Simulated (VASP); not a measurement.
Wanted: the native input for a VASP 6.6.1 run.

| Quantity | Value |
| --- | --- |
| Task | single point |
| Functional | LDA |
| Potentials or basis | VASP PAW LDA potentials, release 64 (Au, Zn) |
| Cutoff | 520 eV |
| k mesh | 6 × 6 × 6 |
| Occupations | fermi-dirac, width 0.1 eV |
| Spin | no spin polarisation |
| Dipole correction | no |
| Further INCAR settings | ALGO = Normal; EDIFF = 1e-06; NBANDS = 18 |

The structure of ZnAu lies in POSCAR:

```
ZnAu
1.0
    3.1470000000      0.0000000000      0.0000000000
    0.0000000000      3.1470000000      0.0000000000
    0.0000000000      0.0000000000      3.1470000000
Au Zn
1 1
Direct
    0.0044500000     -0.0030310000     -0.0105960000
    0.4851550000      0.5154480000      0.5024370000
```

These files were run (other wordings do the same):

INCAR

```
SYSTEM = ZnAu
  ALGO = Normal
  EDIFF = 1E-6
  ENCUT = 520
  GGA = CA
  ISIF = 2
  ISMEAR = -1
  LASPH = .True.
  LCHARG = .True.
  LELF = .True.
  LREAL = .False.
  LVHAR = .True.
  LWAVE = .False.
  NBANDS = 18
  NELM = 80
  PREC = Accurate
  SIGMA = 0.1
```

KPOINTS

```
k-points
0
Gamma
  6 6 6
  0 0 0
```

Potentials or basis: VASP PAW LDA potentials, release 64 (Au, Zn).

Launch:

```console
$ cat potpaw_LDA.64/Au/POTCAR potpaw_LDA.64/Zn/POTCAR > POTCAR
$ mpirun -np 1 vasp_std > vasp.out
```

It gave:

```yaml
Pressure: -5.7 GPa
Largest_force: 0.282 eV/Å
Band_gap_on_the_k_mesh: zero (an odd number of electrons rules out a gap without spin polarisation)
```

Caveat: the cell stands under tension; spin-orbit coupling is left out, which moves the levels of the heavy elements.

It took 24 s on 1 thread of Intel(R) Xeon(R) Platinum 8259CL CPU @ 2.50GHz (Skylake/Cascade Lake), on a shared host, peak memory 0.18 GiB.
